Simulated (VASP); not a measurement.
Runs of VASP 6.6.1 on Sb. The structure is that of space group Pm-3m (No. 221), or close to it. The cells are those of the table. 

```tsv
level	potentials or basis	cell	k mesh	grid for exact exchange (PRECFOCK)	share of exact exchange	screening parameter	gap on the mesh (eV)	pressure (GPa)
PBE0	VASP PAW PBE potentials, release 64 (Sb)	a = 3.160 Å, 1 atom	4 × 4 × 4	Normal	-	-	none	(a)
LDA	VASP PAW LDA potentials, release 64 (Sb)	a = 3.160 Å, 1 atom	8 × 8 × 8	-	-	-	none	-5.6
PBEsol-based global hybrid	VASP PAW PBE potentials, release 64 (Sb)	a = 3.020 Å, 1 atom	4 × 4 × 4	Normal	0.25	-	none	-1.3
PBE	VASP PAW PBE potentials, release 64 (Sb)	a = 3.181 Å, 1 atom	8 × 8 × 8	-	-	-	none	(b)
revPBE	VASP PAW PBE potentials, release 64 (Sb)	a = 3.160 Å, 1 atom	8 × 8 × 8	-	-	-	none	-1.5
HSE06	VASP PAW PBE potentials, release 64 (Sb)	a = 3.160 Å, 1 atom	4 × 4 × 4	Normal	-	0.2079 1/Å	none	-6.3
PBEsol	VASP PAW PBE potentials, release 64 (Sb)	a = 3.160 Å, 1 atom	5 × 5 × 5	-	-	-	none	-4.7
```

Alike in all rows: task single point; no spin polarisation; cutoff (eV) 520; smearing fermi-dirac 0.05 eV.

**Question.** Fill in the values left out.

**Answer.** (a) -6.6; (b) -3.2.

Caveats: some runs use coarse meshes; spin-orbit coupling is left out, which moves the levels of the heavy elements; the PAW data sets were made with another functional, which shifts forces and pressure a little (some runs).

A k mesh can miss the band edges, and the runs leave out spin-orbit coupling on Sb.

A gap of «none» marks levels without a gap at the run's occupations.
